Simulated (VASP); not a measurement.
# Al3GaO6 (P1) in VASP: a series of runs

The runs below take Al3GaO6 through single point, with PBEsol.

Program: VASP 6.6.1. These are calculated values, not measurements. Logs are shortened: lines on timing, memory, paths and dates and some standing lists are left out, and cuts for length are marked.

### Step 1. The cell of the first run

The typed cell holds 120 atoms: a = 11.929 Å, b = 8.854 Å, c = 11.358 Å, α = 90.00°, β = 103.98°, γ = 90.00°.

### Step 2. Single point, PBEsol

Input file INCAR:

```
PREC     = Accurate       # precision mode
ENCUT    = 700            # plane-wave cutoff, eV
EDIFF    = 1E-6           # SCF threshold, eV
ISMEAR   = -1             # smearing method
SIGMA    = 0.05           # smearing width, eV
LREAL    = Auto         
LASPH    = True           # aspherical terms in the spheres
NELM     = 120            # most SCF steps
ALGO     = Normal         # electronic algorithm
ISIF     = 2              # what is computed and relaxed
LWAVE    = False          # write WAVECAR
LCHARG   = True           # write CHGCAR
GGA      = PS             # functional
LELF     = True           # ELF
LVHAR    = True         
ISYM     = -1           
NBANDS   = 414            # bands
GGA_COMPAT= False        
KPAR     = 1
```

Input file KPOINTS:

```
explicit points
1
Reciprocal
  0.25000000   0.25000000   0.25000000 1
```

Input file POSCAR:

```
Al3GaO6
1.0
   11.9287570000      0.0000000000     -0.0222040000
    0.0000000000      8.8535390000      0.0000000000
   -2.7230070000      0.0000000000     11.0265790000
Al Ga O
36 12 72
Direct
    0.4092830000      0.1663310000      0.0980780000
    0.4056420000      0.1686720000      0.5992020000
    0.4096790000      0.5004980000      0.1041630000
    0.4097800000      0.8341150000      0.1028220000
    0.4110950000      0.8355070000      0.6040190000
    0.1573870000      0.1641040000      0.1584560000
[... 112 lines left out ...]
    0.9948180000      0.8332150000      0.1277540000
    0.9972300000      0.8333900000      0.6294290000
```

Potentials or basis: VASP PAW PBE potentials, release 64 (Al, Ga_d, O).

On the command line:

```
cat potpaw_PBE.64/Al/POTCAR potpaw_PBE.64/Ga_d/POTCAR potpaw_PBE.64/O/POTCAR > POTCAR
mpirun -np 4 vasp_std > vasp.out
```

OUTCAR:

```text
PREC = Accurate
   ENCUT = 700
   EDIFF = 1E-6
   ISMEAR = -1
   LREAL = Auto
   LASPH = True
   NELM = 120
   ISIF = 2
   GGA = PS
   ISYM = -1

 ion  position               nearest neighbor table
   1  0.409  0.166  0.098-  50 1.73  91 1.76  93 1.78  55 1.89   4 2.94   3 2.96  28 3.17  29 3.20
                            22 3.21  24 3.24   6 3.24
   2  0.406  0.169  0.599-  49 1.76  94 1.79  56 1.81  92 1.84  37 2.92   5 2.95  27 3.22  25 3.26
                            23 3.27  29 3.35
   3  0.410  0.500  0.104-  95 1.77  93 1.80  57 1.81  52 1.83   4 2.95   1 2.96   7 3.20  26 3.23
                            30 3.25  29 3.25  24 3.27
   4  0.410  0.834  0.103-  95 1.78  59 1.78  91 1.78  54 1.82   1 2.94   3 2.95  28 3.19   9 3.20
                            22 3.22  26 3.23  30 3.25  27 3.36
   5  0.411  0.836  0.604-  92 1.77  53 1.79  96 1.79  60 1.85   2 2.95  37 2.98  10 3.19  23 3.21
                            27 3.26  30 3.35
   6  0.157  0.164  0.158-  67 1.86 115 1.89  69 1.91  55 1.96  79 2.01  81 2.05   9 2.92  27 2.98
                             7 2.99  41 3.05  14 3.19  16 3.20  18 3.23   1 3.24  12 3.24  11 3.35
   7  0.159  0.502  0.158-  71 1.86 117 1.88  69 1.89  57 1.94  81 2.00  83 2.01   9 2.95  42 2.96
                             6 2.99  41 3.01   3 3.20  14 3.22  15 3.25  18 3.26  20 3.27
   8  0.159  0.497  0.659- 118 1.90  70 1.91  72 1.94  82 1.99  58 1.99  84 2.04  38 2.94  29 3.00
                            10 3.01  30 3.03  13 3.19  19 3.23  21 3.27
   9  0.160  0.834  0.159-  67 1.88  71 1.91 119 1.91  59 1.96  83 2.00  79 2.00   6 2.92   7 2.95
                            27 2.99  42 3.00   4 3.20  15 3.23  16 3.24  12 3.26  20 3.28  11 3.36
  10  0.160  0.837  0.656-  68 1.84 120 1.89  72 1.89  60 1.94  80 2.02  84 2.07  38 2.91  28 3.00
                             8 3.01  30 3.05   5 3.19  11 3.19  17 3.23  21 3.30  12 3.36
  11  0.090  0.999  0.398-  65 1.75  61 1.77  68 1.78  79 1.83  13 2.94  39 2.95  10 3.19  27 3.20
                            33 3.26  35 3.26   6 3.35   9 3.36
  12  0.088  0.001  0.895-  62 1.75  66 1.76  80 1.83  67 1.84  14 2.90  15 2.92  28 3.20   6 3.24
                            36 3.25   9 3.26  10 3.36
  13  0.092  0.331  0.402-  70 1.71  61 1.78  63 1.82  81 1.85  11 2.94  39 2.96   8 3.19  34 3.24
                            33 3.26
  14  0.091  0.329  0.902-  62 1.73  69 1.78  82 1.84  64 1.85  12 2.90  15 3.03   6 3.19   7 3.22
                            29 3.24
  15  0.089  0.671  0.897-  66 1.77  71 1.80  84 1.81  64 1.82  12 2.92  14 3.03  36 3.22   9 3.23
                             7 3.25  30 3.25
  16  0.910  0.001  0.103- 115 1.74 119 1.78  85 1.80  74 1.81  18 2.93  20 2.95   6 3.20  22 3.23
                             9 3.24  36 3.24  33 3.32
  17  0.909  0.995  0.604- 120 1.76  73 1.79  86 1.83 116 1.86  21 2.92  19 2.97  23 3.20  35 3.22
                            10 3.23  33 3.32  36 3.35
  18  0.909  0.332  0.101-  76 1.77 115 1.80 117 1.82  87 1.87  16 2.93  20 2.97  24 3.21   6 3.23
                             7 3.26  33 3.32  34 3.35
  19  0.911  0.331  0.601- 116 1.71  75 1.77 118 1.78  88 1.82  21 2.96  17 2.97   8 3.23  34 3.23
                            25 3.24  33 3.26
  20  0.906  0.668  0.100-  78 1.78 119 1.79  89 1.80 117 1.81  16 2.95  18 2.97  36 3.18  26 3.19
                             7 3.27   9 3.28
  21  0.907  0.666  0.602- 118 1.79  77 1.80  90 1.81 120 1.82  17 2.92  19 2.96  35 3.23  34 3.23
                             8 3.27  10 3.30
  22  0.657  0.002  0.156- 103 1.84  91 1.88 107 1.90 109 1.99  85 2.01 113 2.05  24 2.90  26 2.97
                            33 3.00  35 3.03   1 3.21  32 3.22   4 3.22  16 3.23
[... 18 lines left out ...]
  32  0.592  0.830  0.899- 107 1.75 102 1.77  98 1.82 114 1.83  45 2.91  44 2.99  36 3.17  26 3.20
                            22 3.22  30 3.22  28 3.27
  33  0.840  0.167  0.337-  75 1.90  61 1.92  73 1.93 109 1.96  87 1.96  85 1.99  34 2.92  24 2.93
                            35 2.95  22 3.00  11 3.26  19 3.26  13 3.26  16 3.32  17 3.32  18 3.32
  34  0.843  0.498  0.341-  63 1.85  77 1.90  75 1.91 111 1.93  87 1.98  89 2.03  33 2.92  35 2.98
                            24 3.00  26 3.04  31 3.21  19 3.23  21 3.23  13 3.24  18 3.35
  35  0.839  0.834  0.342-  77 1.87  73 1.91  65 1.93 113 1.93  85 2.04  89 2.05  33 2.95  34 2.98
                            26 3.02  22 3.03  17 3.22  21 3.23  11 3.26
  36  0.840  0.831  0.843-  78 1.86  74 1.89  66 1.89 114 1.94  90 2.00  86 2.03  48 2.92  47 2.95
                            40 3.01  23 3.03  32 3.17  20 3.18  15 3.22  16 3.24  12 3.25  17 3.35
  37  0.408  0.499  0.604-  58 1.77  94 1.78  51 1.81  96 1.82   2 2.92   5 2.98
  38  0.160  0.166  0.657-  70 1.89  68 1.91 116 1.92  56 1.97  80 1.99  82 2.03  10 2.91   8 2.94
                            29 3.02  28 3.03
  39  0.089  0.666  0.399-  72 1.77  63 1.79  65 1.80  83 1.87  11 2.95  13 2.96
[... 75 lines left out ...]
   NGXF,Y,Z  is equivalent  to a cutoff of  30.10, 30.04, 28.69 a.u.
 SYSTEM =  unknown system
   PREC   = accura    normal or accurate (medium, high low for compatibility)
   ISTART =      0    job   : 0-new  1-cont  2-samecut
   ICHARG =      2    charge: 1-file 2-atom 10-const
   ISPIN  =      1    spin polarized calculation?
   LNONCOLLINEAR =      F non collinear calculations
   LSORBIT =      F    spin-orbit coupling
   LASPH  =      T    aspherical Exc in radial PAW
   ENCUT  =  700.0 eV  51.45 Ry    7.17 a.u.  25.73 19.10 24.50*2*pi/ulx,y,z
   NELM   =    120;   NELMIN=  2; NELMDL= -5     # of ELM steps
   EDIFF  = 0.1E-05   stopping-criterion for ELM
   LREAL  =      T    real-space projection
   EDIFFG = 0.1E-04   stopping-criterion for IOM
   NSW    =      0    number of steps for IOM
   IBRION =     -1    ionic relax: 0-MD 1-quasi-New 2-CG
   NFREE  =      0    steps in history (QN), initial steepest desc. (CG)
   ISIF   =      2    stress and relaxation
   ISYM   =     -1    0-nonsym 1-usesym 2-fastsym
   POTIM  = 0.5000    time-step for ionic-motion
   TEBEG  =    0.0;   TEEND  =   0.0 temperature during run
   PSTRESS=    0.0 pullay stress
   NELECT =     696.0000    total number of electrons
   NUPDOWN=      -1.0000    fix difference up-down
   EMIN   =  10.00;   EMAX   =-10.00  energy-range for DOS
   EFERMI =   0.00;   METHOD = LEGACY
   ISMEAR =    -1;   SIGMA  =   0.05  broadening in eV -4-tet -1-fermi 0-gaus
   EFERMI_NEDOS =   21; number of points for ismear=-14 and -15
   IALGO  =     38    algorithm
   IMIX   =      4    mixing-type and parameters
     AMIX     =   0.40;   BMIX     =  1.00
     AMIX_MAG =   1.60;   BMIX_MAG =  1.00
  volume/ion in A,a.u.               =       9.70        65.46
  Fermi-wavevector in a.u.,A,eV,Ry     =   1.379199  2.606308 25.880853  1.902189
  Thomas-Fermi vector in A             =   2.504190
   LORBIT       =      0    0 simple, 1 ext, 2 COOP (PROOUT), +10 PAW based schemes
   GGA     = PS    functional components
   LHFCALC =     F    Hartree Fock is set to
   AEXX    =    0.0000 exact exchange contribution
   IVDW    =     0    specifies the selected vdW correction
   LEPSILON=     F    determine dielectric tensor
   LRPA    =     F    only Hartree local field effects (RPA)
 non-spin polarized calculation
  energy-cutoff  :      700.00
  volume of cell :     1164.00
 maximum number of plane-waves:     48945
 NGX is ok and might be reduce to   108
   NGX = 51   NGY = 39   NGZ = 49

 number of electron     696.0000003 magnetization

 Free energy of the ion-electron system (eV)
  ---------------------------------------------------
  ext. energy  EPLUGINS =         0.00000000
  ---------------------------------------------------
  free energy    TOTEN  =      -892.92277147 eV

  energy without entropy =     -892.92277147  energy(sigma->0) =     -892.92277147

 E-fermi :   6.0677     XC(G=0): -11.4870

 val. band max:        4.8544174248   @ k =   0.2500   0.2500   0.2500
 cond. band min:       9.4786931647   @ k =   0.2500   0.2500   0.2500
 fundamental gap:      4.6242757398
 Fermi energy:         6.0676675869

 k-point     1 :       0.2500    0.2500    0.2500
  band No.  band energies     occupation
      1     -14.1384      2.00000
      2     -13.9806      2.00000
      3     -13.9271      2.00000
      4     -13.7567      2.00000
      5     -13.6911      2.00000
      6     -13.5744      2.00000
[... 352 lines left out ...]
    359      11.5674      0.00000
    360      11.5921      0.00000
 [bands above 360 left out]

------------------------ aborting loop because EDIFF is reached ----------------------------------------

  FORCE on cell =-STRESS in cart. coord.  units (eV):
  Direction    XX          YY          ZZ          XY          YZ          ZX
  --------------------------------------------------------------------------------------
  -------------------------------------------------------------------------------------
  Total        1.9490270      7.9424287     10.9643912      1.4164670      0.0875908      1.7817439
  in kB        2.6827193     10.9322786     15.0918296      1.9496822      0.1205635      2.4524641
  external PRESSURE =       9.5689425 kB  Pullay stress =       0.0000000 kB

 VOLUME and BASIS-vectors are now :
 -----------------------------------------------------------------------------
  energy-cutoff  :      700.00
  volume of cell :     1164.00
      direct lattice vectors                 reciprocal lattice vectors
    11.928757000  0.000000000 -0.022204000     0.083869583  0.000000000  0.020711543
     0.000000000  8.853539000  0.000000000     0.000000000  0.112949183  0.000000000
    -2.723007000  0.000000000 11.026579000     0.000168886  0.000000000  0.090731666

 POSITION                                       TOTAL-FORCE (eV/Angst)
 -----------------------------------------------------------------------------------
      4.61517      1.47262      1.07238        -0.424922      0.276073      1.541141
      3.20717      1.49334      6.59814         1.037829     -0.632005      0.515807
      4.60332      4.43118      1.13947         0.026109     -0.467504     -0.657268
      4.60818      7.38487      1.12468         0.106418      0.165698     -0.651090
      3.25910      7.39719      6.65114         0.010319     -0.203149     -0.168752
      1.44595      1.45290      1.74373         0.365306      0.600523      0.310303
[... 112 lines left out ...]
     11.51907      7.37690      1.38660        -0.080880     -0.030679     -0.182635
     10.18177      7.37845      6.91831        -0.485842     -0.457706     -0.099887
 -----------------------------------------------------------------------------------
    total drift:                               -0.045333      0.005078      0.013382

  FREE ENERGIE OF THE ION-ELECTRON SYSTEM (eV)
  ---------------------------------------------------
  free  energy   TOTEN  =      -892.9227714658 eV

  energy  without entropy=     -892.9227714657  energy(sigma->0) =     -892.92277147
```

It took 9.7 min on 4 MPI ranks of Intel Xeon Platinum 8375C at 2.90GHz (Ice Lake), shared host; peak memory 0.64 GiB.

Results:

| Item | Value |
| --- | --- |
| Free energy | -892.9228 eV |
| Pressure | 1.0 GPa |
| Largest force | 2.825 eV/Å |
| Band gap on the k mesh | 4.62 eV |

Forces on the atoms (eV/Å):
```
Al  -0.425  0.276  1.541
Al   1.038 -0.632  0.516
Al   0.026 -0.468 -0.657
Al   0.106  0.166 -0.651
Al   0.010 -0.203 -0.169
Al   0.365  0.601  0.310
Al  -0.330 -0.380 -0.007
Al  -0.477  0.546  0.107
Al  -0.210 -0.263 -0.117
Al  -0.195 -0.685  0.400
Al   0.161  0.142 -0.180
Al   0.627 -0.128  0.785
Al  -0.512  0.329 -1.931
Al   0.105  1.682 -0.389
Al  -0.080 -0.924  0.243
Al  -0.216 -0.735 -0.558
Al   0.182  1.419 -0.356
Al   0.336  0.497  0.576
Al  -0.543  0.778 -0.004
Al   0.680 -0.274  0.370
Al   0.711  0.038 -0.249
Al  -0.041 -0.602  0.418
Al   0.025 -0.294 -0.069
Al  -0.503  0.380 -0.169
Al   0.193 -0.221  0.178
Al   0.134  0.210  0.553
Al   0.680 -0.278  0.012
Al   0.604  0.413 -0.419
Al  -0.151 -0.382  0.207
Al  -0.997  0.419  0.043
Al  -0.018  0.736 -0.456
Al  -0.291  1.154 -0.784
Al   0.211 -0.338  0.913
Al  -0.258  0.272  0.159
Al   0.376  0.133 -0.065
Al   0.052  0.481 -0.254
Ga   0.842  0.707 -0.939
Ga  -0.565 -0.031  0.188
Ga   0.175  0.221 -0.851
Ga  -0.191  0.644  0.386
Ga   0.239 -0.981 -0.420
Ga   1.049  1.091  0.246
Ga   0.741 -0.255 -0.178
Ga   0.136 -0.140 -0.229
Ga   0.508 -0.059 -1.030
Ga   0.376  0.464 -1.487
Ga   0.191  0.618  0.148
Ga  -0.110 -0.871 -0.316
O   -0.331 -0.616  0.987
O   -0.074  0.473 -0.926
O   -0.668  0.013  0.850
O    0.303  0.042  0.910
O    0.012  0.674  0.539
O    0.288 -0.679  1.191
O    0.554 -0.950 -1.346
O    0.504  0.471  0.163
O    0.434  0.638 -1.067
O   -1.997 -0.111  1.121
O   -0.450  0.707 -0.130
O    0.415 -0.392 -0.686
O    0.039  0.209  0.198
O    0.506 -0.433  0.260
O    0.003 -1.518  0.138
O    2.583 -0.207  0.705
O   -1.083  0.625 -0.204
O    0.203 -0.150 -0.069
O   -0.398 -0.101 -1.162
O    0.120 -0.302 -0.821
O   -0.555 -0.336 -0.541
O    0.514  1.201  0.620
O   -0.043  0.448 -0.645
O    0.455 -0.486  2.003
O    0.318 -0.342 -0.166
O    0.119 -0.893  1.462
O    0.006  0.291 -0.406
O   -0.165 -0.429  1.246
O    0.145 -0.007  0.749
O   -0.277  1.298  1.460
O   -0.267  0.096  0.166
O   -0.568 -0.831  0.915
O   -1.176 -0.266  0.275
O    0.578  0.600  0.768
O   -0.766 -0.108 -0.716
O    0.333 -0.001 -0.204
O   -0.635 -0.028  0.087
O    0.493 -0.897 -1.139
O    0.712 -0.232 -0.806
O   -0.269  0.089 -1.071
O   -0.238  0.157 -0.199
O    1.076  0.730 -0.652
O    0.058 -0.443 -0.185
O   -0.871  0.486 -0.223
O   -0.036  0.326 -0.329
O    0.554 -1.491 -0.036
O    0.121 -0.011 -0.145
O   -1.265  1.024  0.026
O   -2.144 -0.239 -0.466
O   -0.729 -1.837 -0.180
O   -0.250  1.767 -0.178
O   -1.648 -0.194 -0.363
O   -0.088 -2.366 -0.262
O    0.158  0.810 -0.049
O    0.387  0.664  1.492
O    0.360  0.075  1.392
O    0.313 -0.063  1.785
O    0.481 -1.599 -1.033
O   -0.052 -0.392  0.558
O    0.934  1.113  2.423
O    1.089  0.087 -0.715
O    0.053  0.389 -1.157
O   -0.617 -0.230 -0.072
O   -0.826 -0.205 -0.262
O    0.887  0.108 -0.906
O   -0.313  0.248  0.856
O    0.152  0.885 -0.324
O   -0.579 -2.034 -0.056
O   -0.944 -0.334 -0.455
O   -0.131  0.225 -0.075
O   -0.081 -0.031 -0.183
O   -0.486 -0.458 -0.100
```

Caveat: the PAW data sets were made with another functional, which shifts forces and pressure a little; a shifted mesh leaves out Γ, where band edges can lie.

### Step 3. Single point, PBEsol

Input file INCAR:

```
SYSTEM = Al3GaO6
PREC = Accurate
ENCUT = 700
EDIFF = 1E-6
ISMEAR = -1
SIGMA = 0.05
LREAL = Auto
LASPH = .TRUE.
NELM = 120
ALGO = Normal
ISIF = 2
LWAVE = .FALSE.
LCHARG = .TRUE.
GGA = PS
LELF = .TRUE.
LVHAR = .TRUE.
ISYM = -1
NBANDS = 414
GGA_COMPAT = .FALSE.
KPAR = 1
```

KPOINTS is that of step 2.

Input file POSCAR:

```
Al3GaO6
1.0
   11.9328670890      0.0000000000     -0.0218994458
    0.0000000000      8.8512657714      0.0000000000
   -2.7236610770      0.0000000000     11.0279879950
Al Ga O
36 12 72
Direct
    0.4102290000      0.1657660000      0.1018850000
    0.4102750000      0.1640200000      0.6028320000
    0.4115650000      0.4998720000      0.1021490000
    0.4108900000      0.8340050000      0.1016940000
    0.4064830000      0.8363970000      0.6024310000
    0.1562400000      0.1660150000      0.1570930000
[... 112 lines left out ...]
    0.9953960000      0.8329870000      0.1295710000
    0.9951380000      0.8341110000      0.6271110000
```

Potentials or basis: VASP PAW PBE potentials, release 64 (Al, Ga_d, O).

On the command line:

```
cat potpaw_PBE.64/Al/POTCAR potpaw_PBE.64/Ga_d/POTCAR potpaw_PBE.64/O/POTCAR > POTCAR
mpirun -np 4 vasp_std > vasp.out
```

It took 8.3 min on 4 MPI ranks of Intel Xeon Platinum 8375C at 2.90GHz (Ice Lake), shared host; peak memory 0.64 GiB.

The run converged. Its results:

- Free energy: -896.1103 eV
- Pressure: -0.1 GPa
- Largest force: 0.034 eV/Å
- Band gap on the k mesh: 4.45 eV

Forces in eV/Å, atoms in the order of the input:
```
Al  -0.013  0.000  0.009
Al  -0.018  0.000  0.006
Al  -0.008  0.000  0.012
Al  -0.010 -0.001  0.011
Al  -0.021 -0.001  0.008
Al  -0.003 -0.001  0.005
Al  -0.006 -0.001  0.005
Al   0.000 -0.004  0.008
Al  -0.003  0.000  0.008
Al  -0.003  0.001  0.006
Al   0.015  0.002 -0.010
Al   0.013  0.000 -0.015
Al   0.017 -0.001 -0.009
Al   0.011  0.000 -0.014
Al   0.011 -0.001 -0.013
Al  -0.011  0.003  0.015
Al  -0.011 -0.003  0.013
Al  -0.011  0.000  0.013
Al  -0.006  0.003  0.014
Al  -0.010 -0.001  0.012
Al  -0.011 -0.001  0.011
Al  -0.001 -0.003  0.004
Al  -0.002 -0.002  0.012
Al   0.000  0.000  0.004
Al  -0.005  0.002  0.012
Al  -0.002  0.001  0.008
Al   0.000 -0.001 -0.008
Al   0.001  0.001 -0.004
Al   0.001  0.000 -0.006
Al   0.002  0.001 -0.007
Al   0.016  0.005 -0.015
Al   0.015 -0.001 -0.008
Al   0.007  0.000 -0.011
Al   0.002  0.001 -0.011
Al   0.002 -0.004 -0.012
Al   0.005  0.000 -0.004
Ga  -0.005  0.006  0.003
Ga  -0.007  0.001 -0.011
Ga   0.001 -0.003  0.006
Ga  -0.021  0.002 -0.013
Ga   0.016  0.002  0.020
Ga   0.016 -0.001  0.023
Ga  -0.002  0.005  0.000
Ga  -0.003  0.000  0.006
Ga  -0.003 -0.005  0.002
Ga   0.000  0.001  0.001
Ga   0.015 -0.003  0.012
Ga   0.009 -0.004  0.011
O   -0.007 -0.015 -0.002
O   -0.003  0.001 -0.016
O   -0.006  0.000  0.021
O   -0.003  0.003 -0.020
O   -0.009  0.016 -0.004
O   -0.004  0.003 -0.016
O   -0.006 -0.019 -0.011
O    0.018  0.001  0.018
O   -0.003  0.002 -0.024
O   -0.004 -0.001  0.004
O   -0.008  0.019 -0.013
O   -0.007  0.001  0.010
O   -0.026  0.001 -0.006
O   -0.010  0.000 -0.005
O   -0.022  0.018 -0.005
O   -0.012  0.001 -0.005
O   -0.023 -0.019 -0.003
O   -0.030  0.000 -0.007
O    0.002  0.002  0.015
O    0.005 -0.018  0.005
O    0.007 -0.001  0.022
O    0.001  0.017  0.005
O    0.003 -0.003  0.020
O   -0.004 -0.002 -0.006
O   -0.002  0.001 -0.015
O   -0.005 -0.015 -0.008
O   -0.003 -0.001 -0.017
O   -0.011  0.003  0.004
O   -0.004  0.000 -0.017
O   -0.008  0.019 -0.005
O    0.009  0.000 -0.009
O    0.011 -0.018  0.007
O   -0.016  0.000 -0.017
O    0.009  0.019  0.002
O   -0.017 -0.002 -0.015
O    0.010 -0.002 -0.010
O   -0.013  0.000  0.013
O   -0.009 -0.020 -0.011
O   -0.013  0.000  0.014
O   -0.007  0.004 -0.028
O   -0.011  0.000  0.013
O    0.019  0.021 -0.001
O    0.029  0.000  0.010
O    0.034 -0.001  0.004
O    0.028  0.002  0.003
O    0.025  0.015  0.006
O    0.027 -0.003  0.005
O    0.002 -0.018  0.000
O   -0.004  0.002  0.003
O   -0.017  0.019 -0.005
O   -0.001 -0.020  0.001
O   -0.003  0.004  0.002
O    0.002  0.020  0.000
O   -0.019 -0.014 -0.002
O   -0.002  0.000 -0.006
O   -0.003 -0.002 -0.009
O   -0.002  0.000 -0.006
O    0.009 -0.018  0.009
O    0.002 -0.001  0.018
O   -0.002  0.011 -0.017
O    0.004 -0.003 -0.006
O   -0.017  0.002 -0.019
O    0.011 -0.001 -0.009
O   -0.018 -0.018  0.000
O    0.008  0.004 -0.004
O    0.013  0.018  0.009
O    0.024  0.000  0.005
O    0.007 -0.005  0.003
O    0.023 -0.001  0.006
O    0.023 -0.002  0.003
O    0.029  0.002  0.005
O    0.026  0.001  0.005
```

Stress tensor (GPa, compression positive):
```
-0.17  0.00  0.01
 0.00  0.00  0.03
 0.01  0.03 -0.07
```

Levels at points of the mesh, in eV from the valence-band top:
| k point | band 344 | band 345 | band 346 | band 347 | band 348 | band 349 | band 350 | band 351 | band 352 | band 353 |
| --- | --- | --- | --- | --- | --- | --- | --- | --- | --- | --- |
| (0.25, 0.25, 0.25) | -0.21 | -0.17 | -0.17 | -0.14 | 0.00 | 4.45 | 5.13 | 5.34 | 5.68 | 5.99 |

Caveat: the PAW data sets were made with another functional, which shifts forces and pressure a little; a shifted mesh leaves out Γ, where band edges can lie. A k mesh can miss the band edges.
